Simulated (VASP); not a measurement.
A run of VASP 6.6.1 is set up as follows.

POSCAR

```
Si3N4
1.0
    4.1307800000      0.0000000000      0.0000000000
    0.0000000000      4.1307800000      0.0000000000
    0.0000000000      0.0000000000      4.1307800000
Si N
3 4
Direct
    0.0000000000      0.0000000000      0.5000000000
    0.5000000000      0.0000000000      0.0000000000
    0.0000000000      0.5000000000      0.0000000000
    0.2395200000      0.2395200000      0.7604800000
    0.7604800000      0.7604800000      0.7604800000
    0.2395200000      0.7604800000      0.2395200000
    0.7604800000      0.2395200000      0.2395200000
```

File INCAR.step1:

```
SYSTEM = Si3N4
ALGO     = Normal         ! electronic algorithm
EDIFF    = 1E-4           ! SCF threshold, eV
ENCUT    = 600            ! plane-wave cutoff, eV
GGA      = PE             ! functional
ISMEAR   = -1             ! smearing method
LASPH    = .TRUE.         ! aspherical terms in the spheres
LCHARG   = .FALSE.        ! write CHGCAR
LREAL    = .FALSE.        ! projectors in reciprocal space
LWAVE    = .TRUE.         ! write WAVECAR
NELM     = 60             ! most SCF steps
PREC     = Accurate       ! precision mode
SIGMA    = 0.05           ! smearing width, eV
```

Contents of INCAR.step2:

```
SYSTEM = Si3N4
ALGO     = Normal         ! electronic algorithm
BPARAM   = 11.95        
CPARAM   = 0.0093       
EDIFF    = 1E-7           ! SCF threshold, eV
EDIFFG   = -0.01          ! ionic threshold
ENCUT    = 600            ! plane-wave cutoff, eV
IBRION   = 2              ! ionic algorithm
ISIF     = 3              ! what is computed and relaxed
ISMEAR   = -1             ! smearing method
ISTART   = 1            
IVDW_NL  = 2            
LASPH    = .TRUE.         ! aspherical terms in the spheres
LCHARG   = .FALSE.        ! write CHGCAR
LMIXTAU  = .TRUE.       
LREAL    = .FALSE.        ! projectors in reciprocal space
LUSE_VDW = .TRUE.       
LWAVE    = .FALSE.        ! write WAVECAR
METAGGA  = R2SCAN         ! meta-GGA
NELM     = 60             ! most SCF steps
NSW      = 60             ! ionic steps
PREC     = Accurate       ! precision mode
SIGMA    = 0.05           ! smearing width, eV
```

Contents of KPOINTS:

```
k-points
0
G
  7 7 7
  0 0 0
```

Potentials or basis: VASP PAW PBE potentials, release 64 (Si, N).

Launch:

```console
$ cat potpaw_PBE.64/Si/POTCAR potpaw_PBE.64/N/POTCAR > POTCAR
$ cp INCAR.step1 INCAR
$ mpirun -np 1 vasp_std > vasp.out
$ cp INCAR.step2 INCAR
$ mpirun -np 1 vasp_std > vasp.out
```

Question: Predict the space group after relaxing (to 0.1 Å).

Answer: P-43m (No. 215).

Question: What does it give for the band gap on the k mesh?

Answer: 3.29 eV (least direct gap 3.48 eV).

Final structure:
```
Si N
1.0
     4.09543    0.00000    0.00000
     0.00000    4.09543    0.00000
     0.00000    0.00000    4.09543
Si N
3 4
Direct
  0.00000 0.00000 0.50000
  0.50000 0.00000 0.00000
  0.00000 0.50000 0.00000
  0.23937 0.23937 0.76063
  0.76063 0.76063 0.76063
  0.23937 0.76063 0.23937
  0.76063 0.23937 0.23937
```

Caveat: an odd mesh through Γ misses points on the zone boundary, where band edges can lie.
